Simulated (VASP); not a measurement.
TlBr:

```
Tl Br
1.0
     3.94518    0.00000    0.00000
     0.00000    3.94518    0.00000
     0.00000    0.00000    3.94518
Tl Br
1 1
Direct
  0.00000 0.00000 0.00000
  0.50000 0.50000 0.50000
```

Base run:

```yaml
Program: VASP 6.6.1
Functional: HSE06
Potentials_or_basis: VASP PAW PBE potentials, release 64 (Tl_d, Br)
Cutoff: 400 eV
k_mesh: 4 × 4 × 4
Occupations: gaussian, width 0.01 eV
Spin: no spin polarisation
```

Its results: band gap on the k mesh 2.47 eV; pressure 1.6 GPa.

Question: The run is repeated on the same cell with these changes: functional from HSE06 to PBE; cutoff from 400 eV to 500 eV. What comes out?

Answer: Band gap on the k mesh 1.78 eV; pressure 2.1 GPa.

Caveats: spin-orbit coupling is left out, which moves the levels of the heavy elements; the PAW data sets were made with another functional, which shifts forces and pressure a little (at least some runs).

A k mesh can miss the band edges.
